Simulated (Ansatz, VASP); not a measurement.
CuI in VASP and in Ansatz

```
Cu I
1.0
     3.57102   -3.66214    0.00000
     3.57102    3.66214    0.00000
     0.00000    0.00000    4.29796
Cu I
2 2
Direct
  0.41841 0.58159 0.75000
  0.58159 0.41841 0.25000
  0.77405 0.22595 0.75000
  0.22595 0.77405 0.25000
```

Change from the starting cell: epitaxial_xy strain +1.9%.

Alike in both runs: task single point; functional r2SCAN; k mesh 6 × 6 × 6; no spin polarisation.

```csv
,VASP,Ansatz
version,VASP 6.6.1,Ansatz 0.2.0
potentials or method,"VASP PAW PBE potentials, release 64 (Cu, I)","plane waves, PAW"
plane-wave cutoff (eV),520,500
occupations,"gaussian, width 0.01 eV",fixed
valence electrons in the cell,36,72
```

Ansatz gave:

```
gap on the k mesh at the Fermi level (eV)                     : 1.34
pressure (GPa)                                                : 0.7
traceless stress, the component that is largest in VASP (GPa) : -0.35
rms of the force components (eV/Å)                            : 0.007
```

Problem. What did VASP give for the same quantities?

Solution. gap on the k mesh at the Fermi level (eV): 1.35; pressure (GPa): 0.7; traceless stress, the component that is largest in VASP (GPa): -0.33; rms of the force components (eV/Å): 0.009.

VASP's potentials were made for PBE, not for r2SCAN. Atom by atom the forces differ by 0.006 eV/Å (rms over components). VASP's potentials hold 36 valence electrons a cell and Ansatz's 72, so a difference there can come from the potentials and not from the codes.

Spin-orbit coupling is off throughout.
